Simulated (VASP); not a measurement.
Write the native input for VASP 6.6.1 that does the following.

```yaml
Task: single point
Functional: PBEsol
Potentials_or_basis: VASP PAW PBE potentials, release 64 (Sr_sv)
Cutoff: 520 eV
k_mesh: 12 × 12 × 8
Occupations: gaussian, width 0.15 eV
Spin: no spin polarisation
Dipole_correction: no
Further_INCAR_settings: ALGO = Fast; EDIFF = 1e-07; NBANDS = 17
```

The structure of Sr lies in POSCAR:

```
Sr
1.0
    4.3100002207      0.0000000000      0.0754250039
   -2.1550001104      3.7325696814     -0.0377125019
    0.1233750000      0.0000000000      7.0500000000
Sr
2
Direct
    0.3333333333      0.6666666667      0.2500000000
    0.6666666667      0.3333333333      0.7500000000
```

This cell differs from its parent crystal: strain +0.0350 x Voigt [0, 0, 0, 0, 1, 0].

One way to write it, as run:

INCAR

```
PREC     = Accurate       # precision mode
ENCUT    = 520            # plane-wave cutoff, eV
EDIFF    = 1E-7           # SCF threshold, eV
ISMEAR   = 0              # smearing method
SIGMA    = 0.15           # smearing width, eV
LREAL    = F              # projectors in reciprocal space
LASPH    = T              # aspherical terms in the spheres
NELM     = 100            # most SCF steps
ALGO     = Fast           # electronic algorithm
ISIF     = 2              # what is computed and relaxed
LWAVE    = F              # write WAVECAR
LCHARG   = T              # write CHGCAR
GGA      = PS             # functional
LELF     = T              # ELF
LVHAR    = T            
NBANDS   = 17             # bands
```

KPOINTS

```
regular mesh
0
Gamma
  12 12 8
```

Potentials or basis: VASP PAW PBE potentials, release 64 (Sr_sv).

Command:

```sh
$ cat potpaw_PBE.64/Sr_sv/POTCAR > POTCAR
$ mpirun -np 1 vasp_std > vasp.out
```

It gave:

```
Pressure               : -0.8 GPa
Largest force          : 0.004 eV/Å
Band gap on the k mesh : zero (bands 10 and 11 overlap by 0.28 eV)
```

Caveat: the cell differs from its parent crystal (strain +0.0350 x Voigt [0, 0, 0, 0, 1, 0]); the PAW data sets were made with another functional, which shifts forces and pressure a little.

Wall time 16 min on 1 thread of Oxide Virtual Turin-like Processor, with other jobs on the host, peak memory 0.59 GiB.
